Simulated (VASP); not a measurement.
Wanted: the native input for a VASP 6.6.1 run.

```yaml
Task: single point
Functional: r2SCAN
Potentials_or_basis: VASP PAW PBE potentials, release 64 (Ti_sv, C)
Cutoff: 520 eV
k_mesh: 18 × 18 × 18
Occupations: gaussian, width 0.15 eV
Spin: no spin polarisation
Dipole_correction: no
Further_INCAR_settings: ALGO = Normal; EDIFF = 1e-06; NBANDS = 21
```

Crystal: Ti2C.

```
CELL_PARAMETERS angstrom
1.46203 0.84410 4.82086
-1.46203 0.84410 4.82086
0.00000 -1.68821 4.82086
ATOMIC_POSITIONS crystal
Ti 0.24521 0.24521 0.24521
Ti 0.75479 0.75479 0.75479
C 0.50000 0.50000 0.50000
```

This cell differs from its parent crystal: strain -0.050 along x and y, +0.000 along z.

One way to write it, as run:

POSCAR

```
Ti2C
1.0
    1.4620308914      0.8441039287      4.8208564637
   -1.4620308914      0.8441039287      4.8208564637
    0.0000000000     -1.6882078575      4.8208564637
Ti C
2 1
Direct
    0.2452135240      0.2452135240      0.2452135240
    0.7547864760      0.7547864760      0.7547864760
    0.5000000000      0.5000000000      0.5000000000
```

INCAR.step1

```
SYSTEM = Ti2C
PREC = Accurate
ENCUT = 520
ISMEAR = 0
SIGMA = 0.15
LREAL = .FALSE.
LASPH = .TRUE.
NELM = 100
NBANDS = 21
GGA = PE
ALGO = Normal
EDIFF = 1E-4
LWAVE = .TRUE.
LCHARG = .FALSE.
```

INCAR.step2

```
SYSTEM = Ti2C
PREC = Accurate
ENCUT = 520
EDIFF = 1E-6
ISMEAR = 0
SIGMA = 0.15
LREAL = .FALSE.
LASPH = .TRUE.
NELM = 100
ALGO = Normal
ISIF = 2
LWAVE = .FALSE.
LCHARG = .TRUE.
METAGGA = R2SCAN
LMIXTAU = .TRUE.
LELF = .TRUE.
LVHAR = .TRUE.
NBANDS = 21
ISTART = 1
```

KPOINTS

```
regular mesh
0
G
  18 18 18
  0 0 0
```

Potentials or basis: VASP PAW PBE potentials, release 64 (Ti_sv, C).

Command:

```console
$ cat potpaw_PBE.64/Ti_sv/POTCAR potpaw_PBE.64/C/POTCAR > POTCAR
$ cp INCAR.step1 INCAR
$ mpirun -np 1 vasp_std > vasp.out
$ cp INCAR.step2 INCAR
$ mpirun -np 1 vasp_std > vasp.out
```

Results of the run:

The pressure is 25.5 GPa, the largest force is 1.168 eV/Å and the band gap on the k mesh is zero (bands 14 and 15 overlap by 1.19 eV).

Caveat: the cell differs from its parent crystal (strain -0.050 along x and y, +0.000 along z); the stress differs along the axes, from 16 to 30 GPa; the PAW data sets were made with another functional, which shifts forces and pressure a little.

It took 37 min on 1 thread of Intel(R) Xeon(R) 6975P-C (Granite Rapids), with other jobs on the host, peak memory 0.58 GiB.
